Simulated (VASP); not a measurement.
A run of VASP 6.6.1 is set up as follows.

The input INCAR:

```
SYSTEM = MoS2
  PREC = Accurate
  ENCUT = 520
  EDIFF = 1E-6
  ISMEAR = 0
  SIGMA = 0.02
  LREAL = .FALSE.
  LASPH = .TRUE.
  NELM = 80
  ALGO = Normal
  ISIF = 2
  LWAVE = .FALSE.
  LCHARG = .TRUE.
  GGA = PE
  IVDW = 12
  LELF = .TRUE.
  LVHAR = .TRUE.
  NBANDS = 20
```

The input KPOINTS:

```
Automatic mesh
0
G
  12 12 12
  0 0 0
```

The input POSCAR:

```
MoS2
1.0
    1.5848690937      0.9150245979      6.2895001209
   -1.5848690937      0.9150245979      6.2895001209
    0.0000000000     -1.8300491957      6.2895001209
Mo S
1 2
Direct
    0.0000998039      0.0000998039      0.0000998039
    0.2505945920      0.2505945920      0.2505945920
    0.4163056042      0.4163056042      0.4163056042
```

Potentials or basis: VASP PAW PBE potentials, release 64 (Mo_sv, S).

The run is started by

```sh
$ cat potpaw_PBE.64/Mo_sv/POTCAR potpaw_PBE.64/S/POTCAR > POTCAR
$ mpirun -np 1 vasp_std > vasp.out
```

(1) Estimate the dispersion energy per atom.

(2) Predict the pressure.

## Answers

(1) -0.415 eV.

(2) -2.0 GPa.
